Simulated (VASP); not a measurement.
A run of VASP 6.6.1 is set up as follows.

Contents of INCAR:

```
PREC = Accurate
ENCUT = 520
EDIFF = 1E-6
ISMEAR = -1
SIGMA = 0.05
LREAL = F
LASPH = T
NELM = 80
ALGO = Normal
ISIF = 2
LWAVE = F
LCHARG = T
GGA = PE
LELF = T
LVHAR = T
NBANDS = 20
```

KPOINTS

```
regular mesh
0
Gamma
  8 8 8
```

The input POSCAR:

```
MoS2
1.0
    0.0000000000      2.9758437576      2.9758437576
    2.9758437576      0.0000000000      2.9758437576
    2.9758437576      2.9758437576      0.0000000000
Mo S
1 2
Direct
    0.0000000000      0.0000000000      0.0000000000
    0.2500000000      0.2500000000      0.2500000000
    0.7500000000      0.7500000000      0.7500000000
```

Potentials or basis: VASP PAW PBE potentials, release 64 (Mo_sv, S).

Run with:

```bash
$ cat potpaw_PBE.64/Mo_sv/POTCAR potpaw_PBE.64/S/POTCAR > POTCAR
$ mpirun -np 1 vasp_std > vasp.out
```

**Question.** Estimate the band gap on the k mesh.

**Answer.** Zero (band 13 reaches 8.21 eV, above the bottom of band 14 at 7.26 eV).

**Question.** What does it give for the pressure?

**Answer.** -4.9 GPa.
